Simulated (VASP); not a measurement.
# BN (P6_3/mmc) in VASP: further runs

Runs on BN. Level: LDA. Tasks: single point.

Program: VASP 6.6.1. These are calculated values, not measurements. Logs are shortened: lines on timing, memory, paths and dates and some standing lists are left out, and cuts for length are marked.

## Step 1: The cell of the first run

The structure is hexagonal, space group P6_3/mmc (No. 194). Conventional cell: a = 2.567 Å, b = 2.567 Å, c = 6.541 Å, α = 90.00°, β = 90.00°, γ = 120.00°. B (site symmetry -6m2) has 3 N at 1.48 Å within 2.0 Å. Within 2.0 Å of N (site symmetry -6m2) lie 3 B at 1.48 Å.

## Step 2: Single point, LDA (volume 9.334 Å^3 an atom, c/a of the conventional cell 2.5481)

INCAR reads:

```
ALGO = Normal
EDIFF = 1E-7
ENCUT = 520
GGA = CA
ISIF = 2
ISMEAR = 0
LASPH = True
LCHARG = True
LELF = True
LREAL = False
LVHAR = True
LWAVE = False
NBANDS = 16
NELM = 80
PREC = Accurate
SIGMA = 0.05
```

KPOINTS reads:

```
k-points
0
Gamma
  12 12 4
```

POSCAR reads:

```
BN
1.0
    2.5672031055      0.0000000000      0.0000000000
   -1.2836015527      2.2232631060      0.0000000000
    0.0000000000      0.0000000000      6.5414902331
B N
2 2
Direct
    0.3333333333      0.6666666667      0.2500000000
    0.6666666667      0.3333333333      0.7500000000
    0.3333333333      0.6666666667      0.7500000000
    0.6666666667      0.3333333333      0.2500000000
```

Potentials or basis: VASP PAW LDA potentials, release 64 (B, N).

Command:

```console
> cat potpaw_LDA.64/B/POTCAR potpaw_LDA.64/N/POTCAR > POTCAR
> mpirun -np 1 vasp_std > vasp.out
```

OUTCAR:

```text
EDIFF = 1E-7
   ENCUT = 520
   GGA = CA
   ISIF = 2
   ISMEAR = 0
   LASPH = True
   LREAL = False
   NELM = 80
   PREC = Accurate

 ion  position               nearest neighbor table
   1  0.333  0.667  0.250-   4 1.48   4 1.48   4 1.48
   2  0.667  0.333  0.750-   3 1.48   3 1.48   3 1.48
   3  0.333  0.667  0.750-   2 1.48   2 1.48   2 1.48
   4  0.667  0.333  0.250-   1 1.48   1 1.48   1 1.48

  LATTYP: Found a hexagonal cell.
 ALAT       =     2.5672031055
 C/A-ratio  =     2.5481000000

  Lattice vectors:

 A1 = (   2.5672031055,   0.0000000000,   0.0000000000)
 A2 = (  -1.2836015527,   2.2232631060,   0.0000000000)
 A3 = (   0.0000000000,   0.0000000000,   6.5414902331)

Analysis of symmetry for initial positions (statically):
=====================================================================
 Subroutine PRICEL returns:
 Original cell was already a primitive cell.

 Routine SETGRP: Setting up the symmetry group for a
 hexagonal supercell.

 Subroutine GETGRP returns: Found 24 space group operations
 (whereof 12 operations were pure point group operations)
 out of a pool of 24 trial point group operations.

The static configuration has the point symmetry D_3d.
 The point group associated with its full space group is D_6h.

Analysis of symmetry for dynamics (positions and initial velocities):
=====================================================================
 Subroutine PRICEL returns:
 Original cell was already a primitive cell.

 Routine SETGRP: Setting up the symmetry group for a
 hexagonal supercell.

 Subroutine GETGRP returns: Found 24 space group operations
 (whereof 12 operations were pure point group operations)
 out of a pool of 24 trial point group operations.

The dynamic configuration has the point symmetry D_3d.
 The point group associated with its full space group is D_6h.

 Subroutine INISYM returns: Found 24 space group operations
 (whereof 12 operations are pure point group operations),
 and found     1 'primitive' translations

----------------------------------------------------------------------------------------

                                     Primitive cell

[... 91 lines left out ...]
   LASPH  =      T    aspherical Exc in radial PAW
   ENCUT  =  520.0 eV  38.22 Ry    6.18 a.u.   4.77  4.77 12.16*2*pi/ulx,y,z
   NELM   =     80;   NELMIN=  2; NELMDL= -5     # of ELM steps
   EDIFF  = 0.1E-06   stopping-criterion for ELM
   LREAL  =      F    real-space projection
   EDIFFG = 0.1E-05   stopping-criterion for IOM
   NSW    =      0    number of steps for IOM
   IBRION =     -1    ionic relax: 0-MD 1-quasi-New 2-CG
   NFREE  =      0    steps in history (QN), initial steepest desc. (CG)
   ISIF   =      2    stress and relaxation
   ISYM   =      2    0-nonsym 1-usesym 2-fastsym
   POTIM  = 0.5000    time-step for ionic-motion
   TEBEG  =    0.0;   TEEND  =   0.0 temperature during run
   PSTRESS=    0.0 pullay stress
   NELECT =      16.0000    total number of electrons
   NUPDOWN=      -1.0000    fix difference up-down
   EMIN   =  10.00;   EMAX   =-10.00  energy-range for DOS
   EFERMI =   0.00;   METHOD = LEGACY
   ISMEAR =     0;   SIGMA  =   0.05  broadening in eV -4-tet -1-fermi 0-gaus
   EFERMI_NEDOS =   21; number of points for ismear=-14 and -15
   IALGO  =     38    algorithm
   IMIX   =      4    mixing-type and parameters
     AMIX     =   0.40;   BMIX     =  1.00
     AMIX_MAG =   1.60;   BMIX_MAG =  1.00
  volume/ion in A,a.u.               =       9.33        62.99
  Fermi-wavevector in a.u.,A,eV,Ry     =   1.234257  2.332407 20.726980  1.523390
  Thomas-Fermi vector in A             =   2.368954
   LORBIT       =      0    0 simple, 1 ext, 2 COOP (PROOUT), +10 PAW based schemes
   GGA     = CA    functional components
   LHFCALC =     F    Hartree Fock is set to
   AEXX    =    0.0000 exact exchange contribution
   IVDW    =     0    specifies the selected vdW correction
   LEPSILON=     F    determine dielectric tensor
   LRPA    =     F    only Hartree local field effects (RPA)
 non-spin polarized calculation
 Gauss-broadening in eV      SIGMA  =   0.05
  energy-cutoff  :      520.00
  volume of cell :       37.34
 maximum number of plane-waves:      1020
 NGX is ok and might be reduce to    20
   NGX =  9   NGY =  9   NGZ = 25

 number of electron      16.0000002 magnetization

 Free energy of the ion-electron system (eV)
  ---------------------------------------------------
  ext. energy  EPLUGINS =         0.00000000
  ---------------------------------------------------
  free energy    TOTEN  =       -38.36628031 eV

  energy without entropy =      -38.36628031  energy(sigma->0) =      -38.36628031

 E-fermi :   2.3085     XC(G=0): -10.4556

 val. band max:        1.9856750060   @ k =   0.3333   0.2500   0.0000
 cond. band min:       5.8915490518   @ k =   0.5000   0.0000   0.0000
 fundamental gap:      3.9058740459
 Fermi energy:         2.3084990116

 k-point     1 :       0.0000    0.0000    0.0000
  band No.  band energies     occupation
      1     -15.2260      2.00000
      2     -14.8655      2.00000
      3      -4.0922      2.00000
      4      -1.6634      2.00000
      5       0.5282      2.00000
      6       0.5282      2.00000
[... 433 lines left out ...]
      3      -4.7425      2.00000
      4      -4.6665      2.00000
      5      -1.5685      2.00000
      6      -1.5112      2.00000
[... 8 lines left out ...]
     15      17.7967      0.00000
     16      19.2181      0.00000

 [... further k-points ...]

------------------------ aborting loop because EDIFF is reached ----------------------------------------

  FORCE on cell =-STRESS in cart. coord.  units (eV):
  Direction    XX          YY          ZZ          XY          YZ          ZX
  --------------------------------------------------------------------------------------
  -------------------------------------------------------------------------------------
  Total       -6.9675827     -6.9675827     -0.1197215     -0.0000000     -0.0000000      0.0000000
  in kB     -298.9956881   -298.9956881     -5.1375358     -0.0000000     -0.0000000      0.0000000
  external PRESSURE =    -201.0429707 kB  Pullay stress =       0.0000000 kB

 VOLUME and BASIS-vectors are now :
 -----------------------------------------------------------------------------
  energy-cutoff  :      520.00
  volume of cell :       37.34
      direct lattice vectors                 reciprocal lattice vectors
     2.567203105  0.000000000  0.000000000     0.389528977  0.224894660  0.000000000
    -1.283601553  2.223263106  0.000000000     0.000000000  0.449789320  0.000000000
     0.000000000  0.000000000  6.541490233     0.000000000  0.000000000  0.152870365

 POSITION                                       TOTAL-FORCE (eV/Angst)
 -----------------------------------------------------------------------------------
     -0.00000      1.48218      1.63537         0.000000     -0.000000      0.000000
      1.28360      0.74109      4.90612        -0.000000      0.000000      0.000000
     -0.00000      1.48218      4.90612         0.000000      0.000000      0.000000
      1.28360      0.74109      1.63537         0.000000     -0.000000      0.000000
 -----------------------------------------------------------------------------------
    total drift:                               -0.000000      0.000000      0.000000

  FREE ENERGIE OF THE ION-ELECTRON SYSTEM (eV)
  ---------------------------------------------------
  free  energy   TOTEN  =       -38.3662803092 eV

  energy  without entropy=      -38.3662803092  energy(sigma->0) =      -38.36628031
```

It took 50 s on 1 thread of Intel Xeon 8259CL, shared host; peak memory 0.15 GiB.

What came out:

| Property | Result |
| --- | --- |
| Free energy | -38.3663 eV |
| Pressure | -20.1 GPa |
| Band gap on the k mesh | 3.91 eV, indirect (least direct gap 4.26 eV) |

 A k mesh can miss the band edges.

## Step 3: Single point, LDA (volume 9.334 Å^3 an atom, c/a of the conventional cell 2.3138)

INCAR reads:

```
PREC = Accurate
ENCUT = 520
EDIFF = 1E-6
ISMEAR = 0
SIGMA = 0.05
LREAL = False
LASPH = True
NELM = 80
ALGO = Normal
ISIF = 2
LWAVE = False
LCHARG = False
NBANDS = 16
```

KPOINTS reads:

```
regular mesh
0
Gamma
  12 12 4
```

POSCAR reads:

```
BN
1.0
    2.6510857774      0.0000000000      0.0000000000
   -1.3255428887      2.2959076309      0.0000000000
    0.0000000000      0.0000000000      6.1340822719
B N
2 2
Direct
    0.3333333333      0.6666666667      0.2500000000
    0.6666666667      0.3333333333      0.7500000000
    0.3333333333      0.6666666667      0.7500000000
    0.6666666667      0.3333333333      0.2500000000
```

Potentials or basis: VASP PAW LDA potentials, release 64 (B, N).

Command:

```console
> cat potpaw_LDA.64/B/POTCAR potpaw_LDA.64/N/POTCAR > POTCAR
> mpirun -np 1 vasp_std > vasp.out
```

It took 41 s on 1 thread of Intel Xeon 8259CL, shared host; peak memory 0.15 GiB.

Results (log left out):

- Free energy: -37.7091 eV
- Pressure: -37.4 GPa
- Band gap on the k mesh: 3.68 eV, indirect (least direct gap 3.87 eV)

Stress tensor (GPa, compression positive):
```
-56.53   0.00   0.00
  0.00 -56.53   0.00
  0.00   0.00   1.00
```

Levels at points of the mesh, in eV from the valence-band top:
```tsv
k point	band 6	band 7	band 8	band 9	band 10	band 11
(0.00, 0.00, 0.00)	-1.61	-1.50	-1.50	5.26	9.60	9.89
(0.50, 0.00, 0.00)	-3.85	-1.77	-0.19	3.68	5.49	7.97
(0.00, 0.00, 0.50)	-1.55	-1.55	-1.55	7.64	7.64	10.04
(0.50, 0.00, 0.50)	-3.94	-0.88	-0.88	4.13	4.13	8.15
```

## Step 4: Single point, LDA (volume 9.334 Å^3 an atom, c/a of the conventional cell 2.8061)

INCAR reads:

```
SYSTEM = BN
PREC = Accurate
ENCUT = 520
EDIFF = 1E-7
ISMEAR = 0
SIGMA = 0.05
LREAL = .FALSE.
LASPH = .TRUE.
NELM = 60
ALGO = Normal
ISIF = 2
LWAVE = .FALSE.
LCHARG = .TRUE.
GGA = CA
LELF = .TRUE.
LVHAR = .TRUE.
NBANDS = 16
```

KPOINTS reads:

```
Automatic mesh
0
G
  12 12 4
  0 0 0
```

POSCAR reads:

```
BN
1.0
    2.4859821395      0.0000000000      0.0000000000
   -1.2429910698      2.1529236862      0.0000000000
    0.0000000000      0.0000000000      6.9759144817
B N
2 2
Direct
    0.3333333333      0.6666666667      0.2500000000
    0.6666666667      0.3333333333      0.7500000000
    0.3333333333      0.6666666667      0.7500000000
    0.6666666667      0.3333333333      0.2500000000
```

Command:

```console
> cat potpaw_LDA.64/B/POTCAR potpaw_LDA.64/N/POTCAR > POTCAR
> mpirun -np 1 vasp_std > vasp.out
```

Wall time 46 s (1 thread of Intel Xeon 8259CL, shared host); peak memory 0.14 GiB.

The run converged. Its results:

```
Free energy            : -38.5676 eV
Pressure               : 0.8 GPa
Band gap on the k mesh : 4.19 eV, indirect (least direct gap 4.56 eV)
```

Stress tensor (GPa, compression positive):
```
 1.87  0.00  0.00
 0.00  1.87  0.00
 0.00  0.00 -1.40
```

Levels at points of the mesh, in eV from the valence-band top:
| k point | band 6 | band 7 | band 8 | band 9 | band 10 | band 11 |
| --- | --- | --- | --- | --- | --- | --- |
| (0.00, 0.00, 0.00) | -1.32 | -1.30 | -1.30 | 4.62 | 9.45 | 11.62 |
| (0.50, 0.00, 0.00) | -4.15 | -1.36 | -0.56 | 4.19 | 5.36 | 9.61 |
| (0.00, 0.00, 0.50) | -1.31 | -1.31 | -1.31 | 6.78 | 6.78 | 11.66 |
| (0.50, 0.00, 0.50) | -4.17 | -0.95 | -0.95 | 4.61 | 4.61 | 10.08 |

 A k mesh can miss the band edges.

## Step 5: The runs side by side

```tsv
cell	gap on the mesh (eV)	pressure (GPa)
a = 2.567, b = 2.567, c = 6.541 Å, angles 90.0, 90.0, 120.0°, 4 atoms	3.91	-20.1
a = 2.651, b = 2.651, c = 6.134 Å, angles 90.0, 90.0, 120.0°, 4 atoms	3.68	-37.4
a = 2.486, b = 2.486, c = 6.976 Å, angles 90.0, 90.0, 120.0°, 4 atoms	4.19	0.8
```

Alike in all rows: task single point; level LDA; potentials or basis VASP PAW LDA potentials, release 64 (B, N); no spin polarisation; k mesh 12 × 12 × 4; cutoff (eV) 520; smearing gaussian 0.05 eV.

Total energies depend on the potentials used, so only differences within one code and one set of settings carry meaning.
